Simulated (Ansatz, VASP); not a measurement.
Given: the input of a run of Ansatz 0.2.0 on HgTe.

The input input.yaml:

```yaml
crystal:
  lattice:
    - [2.9520736097, -3.4200728643, 0.0]
    - [2.9520736097, 3.4200728643, 0.0]
    - [0.0, 0.0, 5.7197939209]
  atoms:
    - { symbol: Hg, position: [0.65695, 0.34305, 0.25] }
    - { symbol: Hg, position: [0.34305, 0.65695, 0.75] }
    - { symbol: Te, position: [0.215191, 0.784809, 0.25] }
    - { symbol: Te, position: [0.784809, 0.215191, 0.75] }
kpoints:
  mp_grid: { grid: [6, 6, 5] }
scf:
  occupations: { method: fermi_dirac, width: 0.05 }
hamiltonian:
  xc: lda
  pseudopotentials: { kind: all_electron, lapw: { basis_error: 0.002 } }
output:
  forces: true
  stress: true
  eigenvalues: true
```

Potentials or basis: all-electron LAPW, scalar-relativistic.

Run with:

```bash
$ ansatz run input.yaml --threads 2 --pin off --max-ram 8192MiB --backend cpu --events-out ev --progress --plain --runs-dir out
```

Task: Translate it to VASP 6.6.1. Potentials there: VASP PAW LDA potentials, release 64 (Hg, Te).

Result: As run (the cutoff follows the program's own potentials):

INCAR

```
PREC = Accurate
ENCUT = 520
EDIFF = 1E-7
ISMEAR = -1
SIGMA = 0.05
LREAL = F
LASPH = T
NELM = 80
ALGO = Normal
ISIF = 2
LWAVE = F
LCHARG = T
LELF = T
LVHAR = T
NBANDS = 26
```

The input KPOINTS:

```
regular mesh
0
Gamma
  6 6 5
```

The input POSCAR:

```
HgTe
1.0
    2.9520736097     -3.4200728643      0.0000000000
    2.9520736097      3.4200728643      0.0000000000
    0.0000000000      0.0000000000      5.7197939209
Hg Te
2 2
Direct
    0.6569500000      0.3430500000      0.2500000000
    0.3430500000      0.6569500000      0.7500000000
    0.2151910000      0.7848090000      0.2500000000
    0.7848090000      0.2151910000      0.7500000000
```

Potentials or basis: VASP PAW LDA potentials, release 64 (Hg, Te).

Run with:

```sh
$ cat potpaw_LDA.64/Hg/POTCAR potpaw_LDA.64/Te/POTCAR > POTCAR
$ mpirun -np 1 vasp_std > vasp.out
```

Both were run:

|  | VASP | Ansatz | Ansatz less VASP |
| --- | --- | --- | --- |
| gap on the k mesh at the Fermi level (eV) | none | none | - |
| pressure (GPa) | -3.1 | -3.4 | -0.27 |
| traceless stress, the component that is largest in VASP (GPa) | 0.26 | 0.35 | +0.082 |
| rms of the force components (eV/Å) | 0.062 | 0.070 | +0.0083 |

LDA's correlation is that of Perdew and Zunger in VASP and of Perdew and Wang (1992) in Ansatz. Atom by atom the forces differ by 0.008 eV/Å (rms over components). A gap of «none» marks a metal or a gap that the smearing closes. Ansatz ran all-electron here, and VASP with PAW potentials.

Spin-orbit coupling is off throughout.
